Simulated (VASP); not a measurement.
Sb:

```
Sb
1.0
     2.15420    1.24373    3.75800
    -2.15420    1.24373    3.75800
     0.00000   -2.48746    3.75800
Sb
2
Direct
  0.76651 0.76651 0.76651
  0.23349 0.23349 0.23349
```

| Property | Result |
| --- | --- |
| Program | VASP 6.6.1 |
| Task | relaxation of cell and atoms |
| Functional | PBE |
| Dispersion | D4 |
| Potentials or basis | VASP PAW PBE potentials, release 64 (Sb) |
| Cutoff | 600 eV |
| k mesh | 8 × 8 × 8 |
| Occupations | fermi-dirac, width 0.05 eV |
| Spin | no spin polarisation |

At the start: pressure 0.1 GPa; volume 30.21 Å³/atom.

Problem. How do energy, volume and symmetry change on relaxing?

Solution. Over 11 steps the energy falls by 4.0 meV/atom and the volume is 29.73 Å³/atom (-1.6 %); space group R-3m (No. 166, to 0.1 Å) before and after.

The path:
| step | energy change (eV) | largest force (eV/Å) | pressure (GPa) | volume (Å³) |
| --- | --- | --- | --- | --- |
| 1 | 0.0000 | 0.1972 | 0.13 | 60.41 |
| 2 | -0.0034 | 0.0880 | -0.39 | 60.62 |
| 3 | -0.0040 | 0.0212 | -0.71 | 60.76 |
| 4 | -0.0062 | 0.0108 | -0.47 | 60.32 |
| 5 | -0.0078 | 0.0023 | -0.15 | 59.76 |
| 6 | -0.0063 | 0.0271 | 0.60 | 58.65 |
| 7 | -0.0080 | 0.0072 | 0.03 | 59.48 |
| 8 | -0.0080 | 0.0079 | 0.05 | 59.46 |
| 9 | -0.0080 | 0.0090 | 0.02 | 59.47 |
| 10 | -0.0081 | 0.0108 | -0.02 | 59.50 |
| 11 | -0.0081 | 0.0045 | 0.01 | 59.47 |

Final structure:
```
CELL_PARAMETERS angstrom
2.16281 1.24870 3.66982
-2.16281 1.24870 3.66982
0.00000 -2.49740 3.66982
ATOMIC_POSITIONS crystal
Sb 0.76365 0.76365 0.76365
Sb 0.23635 0.23635 0.23635
```
